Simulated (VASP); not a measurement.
A run of VASP 6.6.1:

The input INCAR:

```
PREC = Accurate
ENCUT = 600
EDIFF = 1E-6
ISMEAR = 0
SIGMA = 0.02
LREAL = False
LASPH = True
NELM = 100
ALGO = Normal
ISIF = 3
LWAVE = False
LCHARG = False
GGA = PE
IVDW = 12
IBRION = 2
NSW = 100
EDIFFG = -0.005
```

The input KPOINTS:

```
regular mesh
0
Gamma
  12 12 12
```

POSCAR

```
GaAs
1.0
    0.0000000000      2.8268500000      2.8268500000
    2.8268500000      0.0000000000      2.8268500000
    2.8268500000      2.8268500000      0.0000000000
Ga As
1 1
Direct
    0.0000000000      0.0000000000      0.0000000000
    0.7500000000      0.7500000000      0.7500000000
```

Potentials or basis: VASP PAW PBE potentials, release 64 (Ga_d, As).

Run with:

```console
$ cat potpaw_PBE.64/Ga_d/POTCAR potpaw_PBE.64/As/POTCAR > POTCAR
$ mpirun -np 1 vasp_std > vasp.out
```

Hardware: 1 thread of Intel(R) Xeon(R) 6975P-C (Granite Rapids), on a shared host.

Task: How long does it take, and how much memory?

Result: It took 32 s on 1 thread of Intel(R) Xeon(R) 6975P-C (Granite Rapids) (shared host), peak memory 0.23 GiB. Counts: scf iterations 25, k points 72, ion steps 3.
